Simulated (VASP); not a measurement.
Wanted: the native input for a VASP 6.6.1 run.

- Task: single point
- Functional: LDA
- Potentials or basis: VASP PAW LDA potentials, release 64 (O, H, C)
- Cutoff: 520 eV
- k mesh: 1 × 1 × 1
- Occupations: fermi-dirac, width 0.05 eV
- Spin: no spin polarisation
- Dipole correction: no
- Further INCAR settings: LREAL = Auto; ALGO = Normal; EDIFF = 1e-06; NBANDS = 69

The structure of H22CO11 lies in POSCAR:

```
H22CO11
1.0
    6.6099640000      0.0000000000      0.0000000000
    0.0000000000      6.6099640000      0.0000000000
    0.0000000000      0.0000000000      6.6099640000
O H C
11 22 1
Direct
    0.4541628366      0.7139827085      0.6124995537
    0.2299709953      0.1682006135     -0.1261126384
    1.0254064924      0.4241324158      0.1013016107
    0.8468124789      0.5821816881      0.4529525426
    0.9203832275      0.2958109908      0.7119705947
    0.4195332985      0.2359619508      0.4169311663
    0.6181274210      0.9501867181      0.3214087096
    0.0150832894      0.1033893679      0.3673696256
    0.5197002586      0.3287461172      0.7030295475
    0.2114686252      0.7628937162      0.2951150717
    0.9523652474      0.8758444070      0.9685680588
    0.6155555461      0.4810918789      0.5208651666
    0.3187006767      0.6541336685      0.4144198062
    0.3386553996      0.2136925405     -0.0083661575
    0.1608178199     -0.0533890956     -0.1170808192
    1.1072072405      0.3211061361      0.0455373131
    1.0385381827      0.2875053480      0.2378832926
    0.7629391022      0.5300936586      0.3421047376
    0.7106241426      0.6621669952      0.5295490263
    0.9673728934      0.3213179376      0.5568411568
    1.1496885611      0.1800312377      0.6293377695
    0.3553120713      0.0894407292      0.3665072911
    0.2395171895      0.1996228724      0.5148288251
    0.6953593091      0.8459804017      0.4191702103
    0.7081430398      1.0534096706      0.3974454324
   -0.0737069067      0.1011351953      0.4924081281
    0.0650986904     -0.2276411793      0.3683681182
    0.6698372336      0.3812123636      0.8706552713
    0.4317270109      0.2854478481      0.5728926814
    0.2249936611      0.6549203596      0.1374288877
    0.3252967792      0.7516531104      0.1903338657
    0.6924546034      0.7432718242      1.1048622958
    0.8180528669      0.6614256901      0.8025005885
    0.8176443926      0.7774021160      0.9618357982
```

These files were run (other wordings do the same):

INCAR

```
SYSTEM = H22CO11
PREC = Accurate
ENCUT = 520
EDIFF = 1E-6
ISMEAR = -1
SIGMA = 0.05
LREAL = Auto
LASPH = .TRUE.
NELM = 100
ALGO = Normal
ISIF = 2
LWAVE = .FALSE.
LCHARG = .TRUE.
LELF = .TRUE.
LVHAR = .TRUE.
NBANDS = 69
```

KPOINTS

```
regular mesh
0
G
  1 1 1
  0 0 0
```

Potentials or basis: VASP PAW LDA potentials, release 64 (O, H, C).

Command:

```bash
$ cat potpaw_LDA.64/O/POTCAR potpaw_LDA.64/H/POTCAR potpaw_LDA.64/C/POTCAR > POTCAR
$ mpirun -np 1 vasp_gam > vasp.out
```

It gave:

| Quantity | Value |
| --- | --- |
| Pressure | -5.0 GPa |
| Largest force | 14.191 eV/Å |

Caveat: the k points lie up to 0.95 Å⁻¹ apart, too coarse for converged energies, forces and pressures.

It took 95 s on 1 thread of Intel Xeon 8259CL, on a shared host, peak memory 0.26 GiB.
